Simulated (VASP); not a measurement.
The system is BeCd3S2.

```xyz
6
Lattice="6.9353 0.0000 0.0000 -3.4676 6.0061 0.0000 0.0000 0.0000 3.7037" Properties=species:S:1:pos:R:3 pbc="T T T"
Be    0.0000    0.0000    0.0000
Cd   -1.7338    3.0031    1.8518
Cd    1.7338    3.0031    1.8518
Cd    3.4676    0.0000    1.8518
S     3.4676    2.0020    0.0000
S     0.0000    4.0041    0.0000
```

The cell was built from a structure type or drawn by symmetry, and may not be a known phase.

| Item | Value |
| --- | --- |
| Program | VASP 6.6.1 |
| Task | relaxation of cell and atoms |
| Functional | PBE |
| Potentials or basis | VASP PAW PBE potentials, release 64 (Be, Cd, S) |
| Cutoff | 600 eV |
| k mesh | 3 × 3 × 6 |
| Occupations | gaussian, width 0.1 eV |
| Spin | no spin polarisation |

At the start: pressure 0.1 GPa; volume 25.71 Å³/atom.

Problem. How do energy, volume and symmetry change on relaxing?

Solution. Over 4 steps the energy falls by 2.7 meV/atom and the volume is 25.49 Å³/atom (-0.8 %); space group P6/mmm (No. 191, to 0.1 Å) before and after.

The path:
```
step  energy change (eV)  largest force (eV/Å)  pressure (GPa)  volume (Å³)
   1              0.0000                0.0000            0.08       154.27
   2             -0.0091                0.0000           -0.14       154.55
   3             -0.0132                0.0000           -0.46       154.94
   4             -0.0161                0.0000           -0.05       152.97
```

Final structure:
```cif
data_structure
_symmetry_space_group_name_H-M 'P 1'
_symmetry_Int_Tables_number 1
_cell_length_a 6.8323
_cell_length_b 6.8323
_cell_length_c 3.7839
_cell_angle_alpha 90.000
_cell_angle_beta 90.000
_cell_angle_gamma 120.000
_cell_volume 152.97
loop_
_atom_site_label
_atom_site_type_symbol
_atom_site_fract_x
_atom_site_fract_y
_atom_site_fract_z
_atom_site_occupancy
Be1 Be 0.00000 0.00000 0.00000 1
Cd1 Cd 0.00000 0.50000 0.50000 1
Cd2 Cd 0.50000 0.50000 0.50000 1
Cd3 Cd 0.50000 0.00000 0.50000 1
S1 S 0.66667 0.33333 0.00000 1
S2 S 0.33333 0.66667 0.00000 1
```
